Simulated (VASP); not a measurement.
Runs of VASP 6.6.1 on LiH. It takes space group F-43m (No. 216, cubic). The conventional cell has a = 4.290 Å, b = 4.290 Å, c = 4.290 Å, α = 90.00°, β = 90.00°, γ = 90.00°. Within 2.5 Å of Li (site symmetry -43m) lie 4 H at 1.86 Å. Within 2.5 Å of H (site symmetry -43m) lie 4 Li at 1.86 Å. 

| level | potentials or basis | k mesh | grid for exact exchange (PRECFOCK) | screening parameter | gap on the mesh (eV) |
| --- | --- | --- | --- | --- | --- |
| PBE | VASP PAW PBE potentials, release 64 (Li_sv, H) | 8 × 8 × 8 | - | - | 4.20 |
| LDA | VASP PAW LDA potentials, release 64 (Li_sv, H) | 6 × 6 × 6 | - | - | 4.04 |
| PBE | VASP PAW PBE potentials, release 64 (Li_sv, H) | 6 × 6 × 6 | - | - | (b) |
| HSE06 | VASP PAW PBE potentials, release 64 (Li_sv, H) | 6 × 6 × 6 | Normal | 0.2079 1/Å | (a) |
| r2SCAN | VASP PAW PBE potentials, release 64 (Li_sv, H) | 6 × 6 × 6 | - | - | 4.88 |

Alike in all rows: task single point; no spin polarisation; cell as given; cutoff (eV) 520; smearing gaussian 0.01 eV.

Task: Estimate the missing entries.

Result: (a) 5.34; (b) 4.30.

Caveats: some runs use coarse meshes.

A k mesh can miss the band edges.
